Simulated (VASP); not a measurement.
MgS:

```
CELL_PARAMETERS angstrom
4.08032 0.00000 0.00000
-2.04016 3.53366 0.00000
0.00000 0.00000 6.73951
ATOMIC_POSITIONS crystal
Mg 0.66667 0.33333 0.50078
Mg 0.33333 0.66667 0.00078
S 0.66667 0.33333 0.87422
S 0.33333 0.66667 0.37422
```

| Item | Value |
| --- | --- |
| Program | VASP 6.6.1 |
| Task | relaxation of cell and atoms |
| Functional | PBEsol |
| Potentials or basis | VASP PAW PBE potentials, release 64 (Mg, S) |
| Cutoff | 600 eV |
| k mesh | 6 × 6 × 4 |
| Occupations | gaussian, width 0.02 eV |
| Spin | no spin polarisation |

At the start: pressure -3.8 GPa; volume 24.29 Å³/atom.

Question: Where does the relaxation end?

Answer: Over 10 steps the energy falls by 24.4 meV/atom and the volume is 22.52 Å³/atom (-7.3 %); space group P6_3mc (No. 186, to 0.05 Å).

Step by step:
```tsv
step	energy change (eV)	largest force (eV/Å)	pressure (GPa)	volume (Å³)
1	0.0000	0.0460	-3.75	97.17
2	-0.0899	0.0736	0.51	89.39
3	-0.0909	0.0693	0.07	90.06
4	-0.0908	0.0686	-0.02	90.20
5	-0.0927	0.0662	-0.04	90.22
6	-0.0961	0.0626	-0.09	90.29
7	-0.0946	0.0682	-0.22	90.39
8	-0.0967	0.0648	-0.14	90.33
9	-0.0976	0.0140	0.05	90.02
10	-0.0976	0.0006	0.01	90.08
```

Final structure:
```
Mg S
1.0
     4.02588    0.00000    0.00000
    -2.01294    3.48652    0.00000
     0.00000    0.00000    6.41729
Mg S
2 2
Direct
  0.66667 0.33333 0.49644
  0.33333 0.66667 0.99644
  0.66667 0.33333 0.87857
  0.33333 0.66667 0.37857
```

Caveat: the PAW data sets were made with another functional, which shifts forces and pressure a little.
